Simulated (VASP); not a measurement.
# MgH2 in VASP: notebook

Runs on MgH2. Level: PBE. Tasks: single point.

Everything below comes from runs of VASP 6.6.1. Logs are shortened: lines on timing, memory, paths and dates and some standing lists are left out, and cuts for length are marked.

## (1) The cell of the first run

It takes space group P4_2/mnm (No. 136, tetragonal). The conventional cell has a = 4.513 Å, b = 4.513 Å, c = 3.015 Å, α = 90.00°, β = 90.00°, γ = 90.00°. Within 2.6 Å of Mg (site symmetry mmm) lie 6 H at 1.94 to 1.96 Å. Within 2.6 Å of H (site symmetry m2m) lie 3 Mg at 1.94 to 1.96 Å and 1 H at 2.50 Å.

## (2) Single point, PBE

The input, INCAR:

```
ALGO     = Normal         # electronic algorithm
EDIFF    = 1E-7           # SCF threshold, eV
ENCUT    = 520            # plane-wave cutoff, eV
GGA      = PE             # functional
ISIF     = 2              # what is computed and relaxed
ISMEAR   = 0              # smearing method
LASPH    = True           # aspherical terms in the spheres
LCHARG   = False          # write CHGCAR
LREAL    = False          # projectors in reciprocal space
LWAVE    = False          # write WAVECAR
NBANDS   = 13             # bands
NELM     = 100            # most SCF steps
PREC     = Accurate       # precision mode
SIGMA    = 0.1            # smearing width, eV
```

The input, KPOINTS:

```
k-points
0
Gamma
  4 4 6
```

The input, POSCAR:

```
MgH2
1.0
    4.5132730145      0.0000000000      0.0000000000
    0.0000000000      4.5132730145      0.0000000000
    0.0000000000      0.0000000000      3.0146103549
Mg H
2 4
Direct
    0.5000000000      0.0000000000      0.4999954739
    0.0000000000      0.5000000000     -0.0000045261
    0.6956098827      0.1956133030      1.0000022630
    0.8043866970      0.6956098827      0.5000022630
    0.3043901173      0.8043866970      1.0000022630
    0.1956133030      0.3043901173      0.5000022630
```

Potentials or basis: VASP PAW PBE potentials, release 64 (Mg, H).

On the command line:

```console
$ cat potpaw_PBE.64/Mg/POTCAR potpaw_PBE.64/H/POTCAR > POTCAR
$ mpirun -np 1 vasp_std > vasp.out
```

OUTCAR:

```text
EDIFF = 1E-7
   ENCUT = 520
   GGA = PE
   ISIF = 2
   ISMEAR = 0
   LASPH = True
   LREAL = False
   NELM = 100
   PREC = Accurate

 ion  position               nearest neighbor table
   1  0.500  0.000  0.500-   4 1.94   6 1.94   5 1.96   3 1.96   3 1.96   5 1.96   2 3.53   2 3.53
                             2 3.53   2 3.53   2 3.53   2 3.53   2 3.53   2 3.53
   2  0.000  0.500  1.000-   3 1.94   5 1.94   4 1.96   6 1.96   4 1.96   6 1.96   1 3.53   1 3.53
                             1 3.53   1 3.53   1 3.53   1 3.53   1 3.53   1 3.53
   3  0.696  0.196  0.000-   2 1.94   1 1.96   1 1.96
   4  0.804  0.696  0.500-   1 1.94   2 1.96   2 1.96
   5  0.304  0.804  0.000-   2 1.94   1 1.96   1 1.96
   6  0.196  0.304  0.500-   1 1.94   2 1.96   2 1.96

  LATTYP: Found a simple tetragonal cell.
 ALAT       =     4.5132730145
 C/A-ratio  =     0.6679432743

  Lattice vectors:

 A1 = (   4.5132730145,   0.0000000000,   0.0000000000)
 A2 = (   0.0000000000,   4.5132730145,   0.0000000000)
 A3 = (   0.0000000000,   0.0000000000,   3.0146103549)

Analysis of symmetry for initial positions (statically):
=====================================================================
 Subroutine PRICEL returns:
 Original cell was already a primitive cell.

 Routine SETGRP: Setting up the symmetry group for a
 simple tetragonal supercell.

 Subroutine GETGRP returns: Found  8 space group operations
 (whereof  2 operations were pure point group operations)
 out of a pool of 16 trial point group operations.

The static configuration has the point symmetry C_2 .
 The point group associated with its full space group is C_4v.

Analysis of symmetry for dynamics (positions and initial velocities):
=====================================================================
 Subroutine PRICEL returns:
 Original cell was already a primitive cell.

 Routine SETGRP: Setting up the symmetry group for a
 simple tetragonal supercell.

 Subroutine GETGRP returns: Found  8 space group operations
 (whereof  2 operations were pure point group operations)
 out of a pool of 16 trial point group operations.

The dynamic configuration has the point symmetry C_2 .
 The point group associated with its full space group is C_4v.

 Subroutine INISYM returns: Found  8 space group operations
 (whereof  2 operations are pure point group operations),
 and found     1 'primitive' translations

[... 117 lines left out ...]
   EFERMI_NEDOS =   21; number of points for ismear=-14 and -15
   IALGO  =     38    algorithm
   IMIX   =      4    mixing-type and parameters
     AMIX     =   0.40;   BMIX     =  1.00
     AMIX_MAG =   1.60;   BMIX_MAG =  1.00
  volume/ion in A,a.u.               =      10.23        69.07
  Fermi-wavevector in a.u.,A,eV,Ry     =   0.829915  1.568311  9.371123  0.688758
  Thomas-Fermi vector in A             =   1.942543
   LORBIT       =      0    0 simple, 1 ext, 2 COOP (PROOUT), +10 PAW based schemes
   GGA     = PE    functional components
   LHFCALC =     F    Hartree Fock is set to
   AEXX    =    0.0000 exact exchange contribution
   IVDW    =     0    specifies the selected vdW correction
   LEPSILON=     F    determine dielectric tensor
   LRPA    =     F    only Hartree local field effects (RPA)
 non-spin polarized calculation
 Gauss-broadening in eV      SIGMA  =   0.10
  energy-cutoff  :      520.00
  volume of cell :       61.41
 maximum number of plane-waves:      1679
 NGX is ok and might be reduce to    36

 number of electron       8.0000003 magnetization

 Free energy of the ion-electron system (eV)
  ---------------------------------------------------
  ext. energy  EPLUGINS =         0.00000000
  ---------------------------------------------------
  free energy    TOTEN  =       -17.65279207 eV

  energy without entropy =      -17.65279207  energy(sigma->0) =      -17.65279207

 E-fermi :  -0.2032     XC(G=0):  -8.3988

 val. band max:       -0.6355882776   @ k =   0.2500   0.0000   0.0000
 cond. band min:       3.2445794573   @ k =   0.5000   0.5000   0.5000
 fundamental gap:      3.8801677349
 Fermi energy:        -0.2032257995

 k-point     1 :       0.0000    0.0000    0.0000
  band No.  band energies     occupation
      1      -7.0295      2.00000
      2      -2.0539      2.00000
      3      -2.0539      2.00000
      4      -1.0414      2.00000
      5       4.1357      0.00000
      6       4.4126      0.00000
      7       8.5507      0.00000
      8       8.5507      0.00000
      9      10.3801      0.00000
     10      10.6694      0.00000
     11      11.6074      0.00000
     12      14.4376      0.00000
     13      14.4376      0.00000
[... 354 lines left out ...]
  band No.  band energies     occupation
      1      -2.4840      2.00000
      2      -2.4840      2.00000
      3      -1.5430      2.00000
      4      -1.5430      2.00000
      5       3.2446      0.00000
      6       3.2446      0.00000
      7       3.5800      0.00000
      8       3.5800      0.00000
      9      12.4066      0.00000
     10      12.4066      0.00000
     11      13.5872      0.00000
     12      13.5874      0.00000
     13      15.5655      0.00000

------------------------ aborting loop because EDIFF is reached ----------------------------------------

  FORCE on cell =-STRESS in cart. coord.  units (eV):
  Direction    XX          YY          ZZ          XY          YZ          ZX
  --------------------------------------------------------------------------------------
  -------------------------------------------------------------------------------------
  Total       -0.0673329     -0.0673329     -0.1383247      0.0000000      0.0000000      0.0000000
  in kB       -1.7568049     -1.7568049     -3.6090741      0.0000000      0.0000000      0.0000000
  external PRESSURE =      -2.3742280 kB  Pullay stress =       0.0000000 kB

 VOLUME and BASIS-vectors are now :
 -----------------------------------------------------------------------------
  energy-cutoff  :      520.00
  volume of cell :       61.41
      direct lattice vectors                 reciprocal lattice vectors
     4.513273015  0.000000000  0.000000000     0.221568692  0.000000000  0.000000000
     0.000000000  4.513273015  0.000000000     0.000000000  0.221568692  0.000000000
     0.000000000  0.000000000  3.014610355     0.000000000  0.000000000  0.331717828

 POSITION                                       TOTAL-FORCE (eV/Angst)
 -----------------------------------------------------------------------------------
      2.25664      0.00000      1.50729        -0.000000      0.000000      0.000102
      0.00000      2.25664      3.01460         0.000000      0.000000      0.000102
      3.13948      0.88286      0.00001        -0.001040     -0.001040     -0.000051
      3.63042      3.13948      1.50731         0.001040     -0.001040     -0.000051
      1.37380      3.63042      0.00001         0.001040      0.001040     -0.000051
      0.88286      1.37380      1.50731        -0.001040      0.001040     -0.000051
 -----------------------------------------------------------------------------------
    total drift:                                0.000000     -0.000000     -0.000001

  FREE ENERGIE OF THE ION-ELECTRON SYSTEM (eV)
  ---------------------------------------------------
  free  energy   TOTEN  =       -17.6527920741 eV

  energy  without entropy=      -17.6527920740  energy(sigma->0) =      -17.65279207
```

Run time: 8.1 s. Hardware: 1 thread of Intel Xeon 6975P-C (Granite Rapids), shared host; peak memory 0.17 GiB.

What came out:

- Free energy: -17.6528 eV
- Pressure: -0.2 GPa
- Band gap on the k mesh: 3.88 eV, indirect (least direct gap 4.70 eV)

A k mesh can miss the band edges.

## (3) Single point, PBE

This run uses another cell than the first one: it holds 12 atoms, not 6.

The input, INCAR:

```
ALGO = Normal ; EDIFF = 1E-7
ENCUT = 520 ; GGA = PE
ISIF = 2 ; ISMEAR = 0
LASPH = True ; LCHARG = False
LREAL = False ; LWAVE = False
NBANDS = 20 ; NELM = 60
PREC = Accurate ; SIGMA = 0.1
```

The input, KPOINTS:

```
k-points
0
Gamma
  4 4 2
```

The input, POSCAR:

```
MgH2
1.0
    4.5170125583      0.0000000000      0.0000000000
    0.0000000000      4.5170125583      0.0000000000
    0.0000000000      0.0000000000      6.0257350852
Mg H
4 8
Direct
    0.5000000000      0.5000000000      0.2500000000
    0.5000000000      0.5000000000      0.7500000000
    0.0000000000      1.0000000000      0.5000000000
    0.0000000000      0.0000000000      0.0000000000
    0.6956845851      0.6956845851      0.0000000000
    0.6956845851      0.6956845851      0.5000000000
    0.8043154149      0.1956845851      0.2500000000
    0.8043154149      0.1956845851      0.7500000000
    0.3043154149      0.3043154149      0.5000000000
    0.3043154149      0.3043154149      0.0000000000
    0.1956845851      0.8043154149      0.2500000000
    0.1956845851      0.8043154149      0.7500000000
```

Potentials or basis: VASP PAW PBE potentials, release 64 (Mg, H).

On the command line:

```console
$ cat potpaw_PBE.64/Mg/POTCAR potpaw_PBE.64/H/POTCAR > POTCAR
$ mpirun -np 1 vasp_std > vasp.out
```

Wall time 14 s (1 thread of Intel Xeon 6975P-C (Granite Rapids), shared host); peak memory 0.24 GiB.

The run converged. Its results:

```
Free energy            : -35.3067 eV
Pressure               : -0.3 GPa
Largest force          : 0.006 eV/Å
Band gap on the k mesh : 3.88 eV
```

Forces in eV/Å, atoms in the order of the input:
```
Mg   0.000  0.000  0.000
Mg   0.000  0.000  0.000
Mg   0.000  0.000  0.000
Mg   0.000  0.000  0.000
H   -0.004 -0.004  0.000
H   -0.004 -0.004  0.000
H    0.004 -0.004  0.000
H    0.004 -0.004  0.000
H    0.004  0.004  0.000
H    0.004  0.004  0.000
H   -0.004  0.004  0.000
H   -0.004  0.004  0.000
```

Stress tensor (GPa, compression positive):
```
-0.21  0.00  0.00
 0.00 -0.21  0.00
 0.00  0.00 -0.40
```

Levels at points of the mesh, in eV from the valence-band top:
| k point | band 6 | band 7 | band 8 | band 9 | band 10 | band 11 |
| --- | --- | --- | --- | --- | --- | --- |
| (0.00, 0.00, 0.00) | -0.40 | -0.05 | -0.05 | 4.77 | 5.04 | 6.33 |
| (0.50, 0.00, 0.00) | -1.04 | -0.48 | -0.48 | 5.20 | 5.20 | 5.36 |
| (0.50, 0.50, 0.00) | -1.84 | -0.90 | -0.90 | 3.88 | 3.88 | 4.23 |
| (0.00, 0.00, 0.50) | -0.84 | -0.63 | -0.63 | 5.15 | 5.15 | 5.81 |
| (0.50, 0.00, 0.50) | -0.28 | -0.28 | -0.28 | 5.87 | 5.87 | 5.87 |
| (0.50, 0.50, 0.50) | -1.98 | -1.98 | -1.98 | 6.45 | 6.45 | 6.45 |

Caveat: the k points lie up to 0.52 Å⁻¹ apart.

## (4) Single point, PBE

The input, INCAR:

```
SYSTEM = MgH2
  PREC = Accurate
  ENCUT = 520
  EDIFF = 1E-6
  ISMEAR = 0
  SIGMA = 0.02
  LREAL = .False.
  LASPH = .True.
  NELM = 80
  ALGO = Normal
  ISIF = 2
  LWAVE = .False.
  LCHARG = .True.
  GGA = PE
  LELF = .True.
  LVHAR = .True.
  NBANDS = 13
```

The input, KPOINTS:

```
Automatic mesh
0
Gamma
  6 6 8
  0 0 0
```

The input, POSCAR:

```
MgH2
1.0
    4.5170125583      0.0000000000      0.0000000000
    0.0000000000      4.5170125583      0.0000000000
    0.0000000000      0.0000000000      3.0128675426
Mg H
2 4
Direct
    0.5000000000      0.5000000000      0.5000000000
    0.0000000000      0.0000000000      0.0000000000
    0.6956845851      0.6956845851      0.0000000000
    0.8043154149      0.1956845851      0.5000000000
    0.3043154149      0.3043154149      0.0000000000
    0.1956845851      0.8043154149      0.5000000000
```

On the command line:

```console
$ cat potpaw_PBE.64/Mg/POTCAR potpaw_PBE.64/H/POTCAR > POTCAR
$ mpirun -np 1 vasp_std > vasp.out
```

Wall time 12 s (1 thread of Intel Xeon 6975P-C (Granite Rapids), shared host); peak memory 0.19 GiB.

It converged, with:

```yaml
Free_energy: -17.6535 eV
Pressure: -0.3 GPa
Largest_force: 0.003 eV/Å
Band_gap_on_the_k_mesh: 3.80 eV, indirect (least direct gap 4.55 eV)
```

Forces on the atoms (eV/Å):
```
Mg   0.000  0.000  0.000
Mg   0.000  0.000  0.000
H   -0.002 -0.002  0.000
H    0.002 -0.002  0.000
H    0.002  0.002  0.000
H   -0.002  0.002  0.000
```

Stress tensor (GPa, compression positive):
```
-0.25  0.00  0.00
 0.00 -0.25  0.00
 0.00  0.00 -0.34
```

Levels at points of the mesh, in eV from the valence-band top:
```csv
k point,band 2,band 3,band 4,band 5,band 6,band 7
"(0.00, 0.00, 0.00)",-1.45,-1.45,-0.44,4.74,5.01,9.14
"(0.50, 0.00, 0.00)",-4.81,-0.51,-0.51,5.33,5.33,10.06
"(0.50, 0.50, 0.00)",-3.74,-2.72,-2.72,9.03,9.03,9.18
"(0.00, 0.00, 0.50)",-3.00,-0.08,-0.08,6.30,6.30,6.81
"(0.50, 0.00, 0.50)",-2.26,-1.07,-1.07,5.17,5.17,6.80
"(0.50, 0.50, 0.50)",-1.87,-0.93,-0.93,3.85,3.85,4.19
```

A k mesh can miss the band edges.

[end of part 1 of 2]
